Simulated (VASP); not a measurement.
A run of VASP 6.6.1 is set up as follows.

The input INCAR:

```
PREC = Accurate
ENCUT = 520
EDIFF = 1E-7
ISMEAR = 0
SIGMA = 0.1
LREAL = F
LASPH = T
NELM = 60
ALGO = Normal
ISIF = 2
LWAVE = F
LCHARG = F
GGA = PE
NBANDS = 20
```

KPOINTS

```
regular mesh
0
Gamma
  6 6 6
```

POSCAR

```
Si2P3
1.0
   -2.2843957700      2.2843957700      4.4211023700
    2.2843957700     -2.2843957700      4.4211023700
    2.2843957700      2.2843957700     -4.4211023700
Si P
2 3
Direct
    0.2136204200      0.2136204200      0.0000000000
    0.7863795800      0.7863795800      0.0000000000
    0.7500000000      0.2500000000      0.5000000000
    0.2500000000      0.7500000000      0.5000000000
    0.0000000000      0.0000000000      0.0000000000
```

Potentials or basis: VASP PAW PBE potentials, release 64 (Si, P).

Launch:

```bash
$ cat potpaw_PBE.64/Si/POTCAR potpaw_PBE.64/P/POTCAR > POTCAR
$ mpirun -np 1 vasp_std > vasp.out
```

(1) Predict the pressure.

(2) Estimate the largest force.

Answers

(1) 21.4 GPa.

(2) 6.126 eV/Å.

Caveat: forces of over 1 eV/Å act on the atoms, so gaps and moduli don't describe the material at rest.
